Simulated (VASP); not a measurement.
Wanted: the native input for a VASP 6.6.1 run.

```yaml
Task: single point
Functional: PBE
Potentials_or_basis: VASP PAW PBE potentials, release 64 (Hg, Te)
Cutoff: 520 eV
k_mesh: 11 × 11 × 11
Occupations: fermi-dirac, width 0.05 eV
Spin: no spin polarisation
Dipole_correction: no
Further_INCAR_settings: ALGO = Normal; EDIFF = 1e-06; NBANDS = 16
```

The structure of HgTe (CsCl type) lies in POSCAR:

```
HgTe
1.0
    3.5323836522      0.0000000000      0.0000000000
    0.0000000000      3.5323836522      0.0000000000
    0.0000000000      0.0000000000      3.5323836522
Hg Te
1 1
Direct
    0.0000000000      0.0000000000      0.0000000000
    0.5000000000      0.5000000000      0.5000000000
```

This cell differs from its parent crystal: volume scaled by 0.8.

These files were run (other wordings do the same):

INCAR

```
SYSTEM = HgTe
PREC = Accurate ; ENCUT = 520
EDIFF = 1E-6 ; ISMEAR = -1
SIGMA = 0.05 ; LREAL = .False.
LASPH = .True. ; NELM = 80
ALGO = Normal ; ISIF = 2
LWAVE = .False. ; LCHARG = .False.
GGA = PE ; NBANDS = 16
```

KPOINTS

```
regular mesh
0
Gamma
  11 11 11
  0 0 0
```

Potentials or basis: VASP PAW PBE potentials, release 64 (Hg, Te).

The run is started by

```console
$ cat potpaw_PBE.64/Hg/POTCAR potpaw_PBE.64/Te/POTCAR > POTCAR
$ mpirun -np 1 vasp_std > vasp.out
```

It gave:

- Pressure: 18.6 GPa
- Band gap on the k mesh: zero (band 9 reaches 8.48 eV, above the bottom of band 10 at 6.09 eV)

Caveat: spin-orbit coupling is left out, which moves the levels of the heavy elements.

Wall time 47 s on 1 thread of Intel Xeon 8259CL, with other jobs on the host, peak memory 0.18 GiB.
